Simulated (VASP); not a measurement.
# AgBr (Fm-3m) in VASP: a series of runs, part 2 of 3

VASP 6.6.1. Earlier steps stand in the parts before.

## Step 3: Electric field gradients, PBE

INCAR

```
SYSTEM = AgBr
ALGO = Normal
EDIFF = 1E-8
ENCUT = 400
GGA = PE
GGA_COMPAT = .FALSE.
ISIF = 2
ISMEAR = -4
LASPH = .TRUE.
LCHARG = .FALSE.
LEFG = .TRUE.
LREAL = .FALSE.
LWAVE = .FALSE.
NBANDS = 16
NELM = 120
PREC = Accurate
SIGMA = 0.1
```

KPOINTS

```
k-points
0
G
  9 9 9
  0 0 0
```

POSCAR

```
AgBr
1.0
    0.0000000000      2.4862361682      2.4862361682
    2.4862361682      0.0000000000      2.4862361682
    2.4862361682      2.4862361682      0.0000000000
Ag Br
1 1
Direct
    0.0000000000      0.0000000000      0.0000000000
    0.5000000000      0.5000000000      0.5000000000
```

Potentials or basis: VASP PAW PBE potentials, release 64 (Ag, Br).

Command:

```
> cat potpaw_PBE.64/Ag/POTCAR potpaw_PBE.64/Br/POTCAR > POTCAR
> mpirun -np 1 vasp_std > vasp.out
```

OUTCAR:

```text
SYSTEM = AgBr
   EDIFF = 1E-8
   ENCUT = 400
   GGA = PE
   ISIF = 2
   ISMEAR = -4
   LASPH = .TRUE.
   LREAL = .FALSE.
   NELM = 120
   PREC = Accurate

 ion  position               nearest neighbor table
   1  0.000  0.000  0.000-   2 2.49   2 2.49   2 2.49   2 2.49   2 2.49   2 2.49
   2  0.500  0.500  0.500-   1 2.49   1 2.49   1 2.49   1 2.49   1 2.49   1 2.49

  LATTYP: Found a face centered cubic cell.
 ALAT       =     4.9724723364

  Lattice vectors:

 A1 = (   0.0000000000,   2.4862361682,   2.4862361682)
 A2 = (   2.4862361682,   0.0000000000,   2.4862361682)
 A3 = (   2.4862361682,   2.4862361682,   0.0000000000)

Analysis of symmetry for initial positions (statically):
=====================================================================
 Subroutine PRICEL returns:
 Original cell was already a primitive cell.

 Routine SETGRP: Setting up the symmetry group for a
 face centered cubic supercell.

 Subroutine GETGRP returns: Found 48 space group operations
 (whereof 48 operations were pure point group operations)
 out of a pool of 48 trial point group operations.

The static configuration has the point symmetry O_h .

Analysis of symmetry for dynamics (positions and initial velocities):
=====================================================================
 Subroutine PRICEL returns:
 Original cell was already a primitive cell.

 Routine SETGRP: Setting up the symmetry group for a
 face centered cubic supercell.

 Subroutine GETGRP returns: Found 48 space group operations
 (whereof 48 operations were pure point group operations)
 out of a pool of 48 trial point group operations.

The dynamic configuration has the point symmetry O_h .

 Subroutine INISYM returns: Found 48 space group operations
 (whereof 48 operations are pure point group operations),
 and found     1 'primitive' translations

----------------------------------------------------------------------------------------

                                     Primitive cell

  volume of cell :      30.7367

  direct lattice vectors                    reciprocal lattice vectors
     0.000000000  2.486236168  2.486236168    -0.201107202  0.201107202  0.201107202
     2.486236168  0.000000000  2.486236168     0.201107202 -0.201107202  0.201107202
     2.486236168  2.486236168  0.000000000     0.201107202  0.201107202 -0.201107202

  length of vectors
     3.516068908  3.516068908  3.516068908     0.348327892  0.348327892  0.348327892

  position of ions in fractional coordinates (direct lattice)
     0.000000000  0.000000000  0.000000000
     0.500000000  0.500000000  0.500000000

  ion indices of the primitive-cell ions
   primitive index   ion index
                 1           1
                 2           2

----------------------------------------------------------------------------------------
[... 78 lines left out ...]
   ISIF   =      2    stress and relaxation
   ISYM   =      2    0-nonsym 1-usesym 2-fastsym
   POTIM  = 0.5000    time-step for ionic-motion
   TEBEG  =    0.0;   TEEND  =   0.0 temperature during run
   PSTRESS=    0.0 pullay stress
   NELECT =      18.0000    total number of electrons
   NUPDOWN=      -1.0000    fix difference up-down
   EMIN   =  10.00;   EMAX   =-10.00  energy-range for DOS
   EFERMI =   0.00;   METHOD = LEGACY
   ISMEAR =    -4;   SIGMA  =   0.10  broadening in eV -4-tet -1-fermi 0-gaus
   EFERMI_NEDOS =   21; number of points for ismear=-14 and -15
   IALGO  =     38    algorithm
   IMIX   =      4    mixing-type and parameters
     AMIX     =   0.40;   BMIX     =  1.00
     AMIX_MAG =   1.60;   BMIX_MAG =  1.00
  volume/ion in A,a.u.               =      15.37       103.71
  Fermi-wavevector in a.u.,A,eV,Ry     =   1.369662  2.588285 25.524162  1.875973
  Thomas-Fermi vector in A             =   2.495517
   LORBIT       =      0    0 simple, 1 ext, 2 COOP (PROOUT), +10 PAW based schemes
   GGA     = PE    functional components
   LHFCALC =     F    Hartree Fock is set to
   AEXX    =    0.0000 exact exchange contribution
   IVDW    =     0    specifies the selected vdW correction
   LEPSILON=     F    determine dielectric tensor
   LRPA    =     F    only Hartree local field effects (RPA)
 non-spin polarized calculation
 Fermi weights with tetrahedron method witout Bloechl corrections
  energy-cutoff  :      400.00
  volume of cell :       30.74
 maximum number of plane-waves:       568
   NGX = 11   NGY = 11   NGZ = 11

 number of electron      17.9999992 magnetization

 Free energy of the ion-electron system (eV)
  ---------------------------------------------------
  ext. energy  EPLUGINS =         0.00000000
  ---------------------------------------------------
  free energy    TOTEN  =        -2.55611114 eV

  energy without entropy =       -2.55611114  energy(sigma->0) =       -2.55611114

 E-fermi :  10.3407     XC(G=0): -12.2003

 val. band max:       10.3102331469   @ k =   0.4444   0.0000   0.0000
 cond. band min:      10.9455222583   @ k =   0.4444   0.4444   0.0000
 fundamental gap:      0.6352891114
 Fermi energy:        10.3406605070

 k-point     1 :       0.0000    0.0000    0.0000
  band No.  band energies     occupation
      1      -8.5613      2.00000
      2       4.7089      2.00000
      3       4.7089      2.00000
      4       4.7089      2.00000
      5       4.7588      2.00000
      6       4.7588      2.00000
[... 433 lines left out ...]
      3       3.9458      2.00000
      4       4.7056      2.00000
      5       4.7056      2.00000
      6       5.1591      2.00000
[... 8 lines left out ...]
     15      26.6782      0.00000
     16      26.6782      0.00000

 [... further k-points ...]

------------------------ aborting loop because EDIFF is reached ----------------------------------------

  FORCE on cell =-STRESS in cart. coord.  units (eV):
  Direction    XX          YY          ZZ          XY          YZ          ZX
  --------------------------------------------------------------------------------------
  -------------------------------------------------------------------------------------
  Total       12.9096142     12.9096142     12.9096142      0.0000000     -0.0000000     -0.0000000
  in kB      672.9250731    672.9250731    672.9250731      0.0000000     -0.0000000     -0.0000000
  external PRESSURE =     672.9250731 kB  Pullay stress =       0.0000000 kB

 VOLUME and BASIS-vectors are now :
 -----------------------------------------------------------------------------
  energy-cutoff  :      400.00
  volume of cell :       30.74
      direct lattice vectors                 reciprocal lattice vectors
     0.000000000  2.486236168  2.486236168    -0.201107202  0.201107202  0.201107202
     2.486236168  0.000000000  2.486236168     0.201107202 -0.201107202  0.201107202
     2.486236168  2.486236168  0.000000000     0.201107202  0.201107202 -0.201107202

 POSITION                                       TOTAL-FORCE (eV/Angst)
 -----------------------------------------------------------------------------------
      0.00000      0.00000      0.00000        -0.000000      0.000000      0.000000
      2.48624      2.48624      2.48624         0.000000      0.000000      0.000000
 -----------------------------------------------------------------------------------
    total drift:                                0.000000     -0.000000     -0.000000

  FREE ENERGIE OF THE ION-ELECTRON SYSTEM (eV)
  ---------------------------------------------------
  free  energy   TOTEN  =        -2.5561111395 eV

  energy  without entropy=       -2.5561111395  energy(sigma->0) =       -2.55611114

 Electric field gradients (V/A^2)
---------------------------------------------------------------------
 ion       V_xx      V_yy      V_zz      V_xy      V_xz      V_yz
---------------------------------------------------------------------
   1      -0.000    -0.000    -0.000    -0.001    -0.001    -0.001
   2      -0.000    -0.000     0.000     0.000     0.000     0.000
---------------------------------------------------------------------

 Electric field gradients after diagonalization (V/A^2)
 (convention: |V_zz| > |V_xx| > |V_yy|)
----------------------------------------------------------------------
 ion       V_xx      V_yy      V_zz     asymmetry (V_yy - V_xx)/ V_zz
----------------------------------------------------------------------
   1       0.001     0.001    -0.001       0.000
   2      -0.000    -0.000     0.001       0.000
----------------------------------------------------------------------

           NMR quadrupolar parameters

 Cq : quadrupolar parameter    Cq=e*Q*V_zz/h
 eta: asymmetry parameters     (V_yy - V_xx)/ V_zz
 Q  : nuclear electric quadrupole moment in mb (millibarn)
----------------------------------------------------------------------
 ion       Cq(MHz)       eta       Q (mb)
----------------------------------------------------------------------
   1      -0.000       0.000       1.000
   2       0.000       0.000       1.000
----------------------------------------------------------------------
```

OSZICAR:

```text
N       E                     dE             d eps       ncg     rms          rms(c)
DAV:   1     0.871715697807E+02    0.87172E+02   -0.77151E+03  1200   0.849E+02
DAV:   2    -0.544173791291E+00   -0.87716E+02   -0.83427E+02  1408   0.209E+02
DAV:   3    -0.274547607848E+01   -0.22013E+01   -0.21987E+01  1304   0.344E+01
DAV:   4    -0.275334801603E+01   -0.78719E-02   -0.78717E-02  1400   0.223E+00
DAV:   5    -0.275340654947E+01   -0.58533E-04   -0.58533E-04  1320   0.183E-01    0.198E+01
DAV:   6    -0.257682170721E+01    0.17658E+00   -0.25302E-01  1304   0.780E+00    0.123E+01
DAV:   7    -0.255809034476E+01    0.18731E-01   -0.11357E-01  1304   0.231E+00    0.215E+00
DAV:   8    -0.255646584026E+01    0.16245E-02   -0.49705E-03  1288   0.807E-01    0.361E-01
DAV:   9    -0.255610153939E+01    0.36430E-03   -0.19537E-03  1328   0.308E-01    0.471E-02
DAV:  10    -0.255610792521E+01   -0.63858E-05   -0.32329E-05  1320   0.626E-02    0.125E-02
DAV:  11    -0.255611091080E+01   -0.29856E-05   -0.27515E-06  1312   0.190E-02    0.365E-03
DAV:  12    -0.255611128881E+01   -0.37802E-06   -0.50491E-07  1424   0.554E-03    0.218E-03
DAV:  13    -0.255611115207E+01    0.13675E-06   -0.56849E-08  1328   0.193E-03    0.668E-04
DAV:  14    -0.255611114051E+01    0.11559E-07   -0.41336E-09   904   0.501E-04    0.259E-04
DAV:  15    -0.255611113951E+01    0.99863E-09   -0.27469E-10   712   0.161E-04
   1 F= -.25561111E+01 E0= -.25561111E+01  d E =0.000000E+00
```

stdout:

```text
POSCAR found type information on POSCAR AgBr
 POSCAR found :  2 types and       2 ions
 scaLAPACK will be used
 LDA part: xc-table for (Slater+PW92), standard interpolation
 POSCAR, INCAR and KPOINTS ok, starting setup
 FFT: planning ... GRIDC
 FFT: planning ... GRID_SOFT
 FFT: planning ... GRID
 WAVECAR not read
 entering main loop
ion   1

ion   2
```

Wall time 14 s (1 thread of Intel Xeon 8259CL, shared host); peak memory 0.14 GiB.

Results:

```
Free energy                             : -2.5561 eV
Pressure                                : 67.3 GPa
Band gap on the k mesh                  : 0.64 eV (least direct gap 2.22 eV)
Largest electric field gradient by atom : zero within the noise of the run
```

Caveat: the cell stands under pressure; an odd mesh through Γ misses points on the zone boundary, where band edges can lie.

## Step 4: Electric field gradients, PBE (18.91 Å³/atom)

This run uses another cell than the first one, of 18.91 Å³/atom.

INCAR

```
  ALGO = Normal
  EDIFF = 1E-8
  ENCUT = 400
  GGA = PE
  GGA_COMPAT = F
  ISIF = 2
  ISMEAR = -1
  LASPH = T
  LCHARG = F
  LEFG = T
  LREAL = F
  LWAVE = F
  NBANDS = 16
  NELM = 120
  PREC = Accurate
  SIGMA = 0.03
```

KPOINTS

```
k-points
0
Gamma
  9 9 9
```

POSCAR

```
AgBr
1.0
    0.0000000000      2.6644112382      2.6644112382
    2.6644112382      0.0000000000      2.6644112382
    2.6644112382      2.6644112382      0.0000000000
Ag Br
1 1
Direct
    0.0000000000      0.0000000000      0.0000000000
    0.5000000000      0.5000000000      0.5000000000
```

Potentials or basis: VASP PAW PBE potentials, release 64 (Ag, Br).

Command:

```
> cat potpaw_PBE.64/Ag/POTCAR potpaw_PBE.64/Br/POTCAR > POTCAR
> mpirun -np 1 vasp_std > vasp.out
```

OUTCAR:

```text
EDIFF = 1E-8
   ENCUT = 400
   GGA = PE
   ISIF = 2
   ISMEAR = -1
   LASPH = T
   LREAL = F
   NELM = 120
   PREC = Accurate

 ion  position               nearest neighbor table
   1  0.000  0.000  0.000-   2 2.66   2 2.66   2 2.66   2 2.66   2 2.66   2 2.66
   2  0.500  0.500  0.500-   1 2.66   1 2.66   1 2.66   1 2.66   1 2.66   1 2.66

  LATTYP: Found a face centered cubic cell.
 ALAT       =     5.3288224764

  Lattice vectors:

 A1 = (   0.0000000000,   2.6644112382,   2.6644112382)
 A2 = (   2.6644112382,   0.0000000000,   2.6644112382)
[... 668 lines left out ...]
  ---------------------------------------------------
  free  energy   TOTEN  =        -4.3769508873 eV

  energy  without entropy=       -4.3769508756  energy(sigma->0) =       -4.37695088

 Electric field gradients (V/A^2)
---------------------------------------------------------------------
 ion       V_xx      V_yy      V_zz      V_xy      V_xz      V_yz
---------------------------------------------------------------------
   1      -0.000    -0.000    -0.000     0.001     0.001     0.001
   2      -0.000    -0.000    -0.000    -0.000    -0.000    -0.000
---------------------------------------------------------------------

 Electric field gradients after diagonalization (V/A^2)
 (convention: |V_zz| > |V_xx| > |V_yy|)
----------------------------------------------------------------------
 ion       V_xx      V_yy      V_zz     asymmetry (V_yy - V_xx)/ V_zz
----------------------------------------------------------------------
   1      -0.001    -0.001     0.003       0.000
   2       0.000     0.000    -0.000       0.000
----------------------------------------------------------------------

           NMR quadrupolar parameters

 Cq : quadrupolar parameter    Cq=e*Q*V_zz/h
 eta: asymmetry parameters     (V_yy - V_xx)/ V_zz
 Q  : nuclear electric quadrupole moment in mb (millibarn)
----------------------------------------------------------------------
 ion       Cq(MHz)       eta       Q (mb)
----------------------------------------------------------------------
   1       0.000       0.000       1.000
   2      -0.000       0.000       1.000
----------------------------------------------------------------------
```

stdout:

```text
POSCAR found type information on POSCAR AgBr
 POSCAR found :  2 types and       2 ions
 scaLAPACK will be used
 LDA part: xc-table for (Slater+PW92), standard interpolation
 POSCAR, INCAR and KPOINTS ok, starting setup
 FFT: planning ... GRIDC
 FFT: planning ... GRID_SOFT
 FFT: planning ... GRID
 WAVECAR not read
 entering main loop
ion   1

ion   2
```

It took 35 s on 1 thread of Intel Xeon 8259CL, shared host; peak memory 0.16 GiB.

What came out:

* Free energy: -4.3770 eV
* Pressure: 22.0 GPa
* Band gap on the k mesh: 0.84 eV (least direct gap 3.11 eV)
* Largest electric field gradient by atom: zero within the noise of the run

Levels at points of the mesh, in eV from the valence-band top:
```
           k point  band 7  band 8  band 9  band 10  band 11  band 12
(0.00, 0.00, 0.00)   -2.76   -2.76   -2.76     0.84     9.89     9.89
```

Caveat: the cell stands under pressure; an odd mesh through Γ misses points on the zone boundary, where band edges can lie.

## Step 5: Electric field gradients, PBE (21.28 Å³/atom)

This run uses another cell than the first one, of 21.28 Å³/atom.

INCAR

```
SYSTEM = AgBr
PREC = Accurate
ENCUT = 400
EDIFF = 1E-8
ISMEAR = -1
SIGMA = 0.03
LREAL = .False.
LASPH = .True.
NELM = 120
ALGO = Normal
ISIF = 2
LWAVE = .False.
LCHARG = .False.
GGA = PE
LEFG = .True.
NBANDS = 16
GGA_COMPAT = .False.
```

KPOINTS

```
regular mesh
0
Gamma
  9 9 9
  0 0 0
```

POSCAR

```
AgBr
1.0
    0.0000000000      2.7710993572      2.7710993572
    2.7710993572      0.0000000000      2.7710993572
    2.7710993572      2.7710993572      0.0000000000
Ag Br
1 1
Direct
    0.0000000000      0.0000000000      0.0000000000
    0.5000000000      0.5000000000      0.5000000000
```

Potentials or basis: VASP PAW PBE potentials, release 64 (Ag, Br).

Command:

```
> cat potpaw_PBE.64/Ag/POTCAR potpaw_PBE.64/Br/POTCAR > POTCAR
> mpirun -np 1 vasp_std > vasp.out
```

OUTCAR:

```text
SYSTEM = AgBr
   PREC = Accurate
   ENCUT = 400
   EDIFF = 1E-8
   ISMEAR = -1
   LREAL = .False.
   LASPH = .True.
   NELM = 120
   ISIF = 2
   GGA = PE

 ion  position               nearest neighbor table
   1  0.000  0.000  0.000-   2 2.77   2 2.77   2 2.77   2 2.77   2 2.77   2 2.77
   2  0.500  0.500  0.500-   1 2.77   1 2.77   1 2.77   1 2.77   1 2.77   1 2.77

  LATTYP: Found a face centered cubic cell.
 ALAT       =     5.5421987144

  Lattice vectors:

 A1 = (   0.0000000000,   2.7710993572,   2.7710993572)
[... 669 lines left out ...]
  ---------------------------------------------------
  free  energy   TOTEN  =        -4.8223356607 eV

  energy  without entropy=       -4.8223355990  energy(sigma->0) =       -4.82233563

 Electric field gradients (V/A^2)
---------------------------------------------------------------------
 ion       V_xx      V_yy      V_zz      V_xy      V_xz      V_yz
---------------------------------------------------------------------
   1      -0.000     0.000     0.000    -0.000    -0.000    -0.000
   2       0.000     0.000     0.000    -0.001    -0.001    -0.001
---------------------------------------------------------------------

 Electric field gradients after diagonalization (V/A^2)
 (convention: |V_zz| > |V_xx| > |V_yy|)
----------------------------------------------------------------------
 ion       V_xx      V_yy      V_zz     asymmetry (V_yy - V_xx)/ V_zz
----------------------------------------------------------------------
   1       0.000     0.000    -0.001       0.000
   2       0.001     0.001    -0.001       0.000
----------------------------------------------------------------------

           NMR quadrupolar parameters

 Cq : quadrupolar parameter    Cq=e*Q*V_zz/h
 eta: asymmetry parameters     (V_yy - V_xx)/ V_zz
 Q  : nuclear electric quadrupole moment in mb (millibarn)
----------------------------------------------------------------------
 ion       Cq(MHz)       eta       Q (mb)
----------------------------------------------------------------------
   1      -0.000       0.000       1.000
   2      -0.000       0.000       1.000
----------------------------------------------------------------------
```

stdout:

```text
POSCAR found type information on POSCAR AgBr
 POSCAR found :  2 types and       2 ions
 scaLAPACK will be used
 LDA part: xc-table for (Slater+PW92), standard interpolation
 POSCAR, INCAR and KPOINTS ok, starting setup
 FFT: planning ... GRIDC
 FFT: planning ... GRID_SOFT
 FFT: planning ... GRID
 WAVECAR not read
 entering main loop
ion   1

ion   2
```

Wall time 36 s (1 thread of Intel Xeon 8259CL, shared host); peak memory 0.16 GiB.

Results:

| Property | Result |
| --- | --- |
| Free energy | -4.8223 eV |
| Pressure | 9.0 GPa |
| Band gap on the k mesh | 0.73 eV (least direct gap 3.01 eV) |
| Largest electric field gradient by atom | zero within the noise of the run |

Caveat: the cell stands under pressure; an odd mesh through Γ misses points on the zone boundary, where band edges can lie.

[end of part 2 of 3]
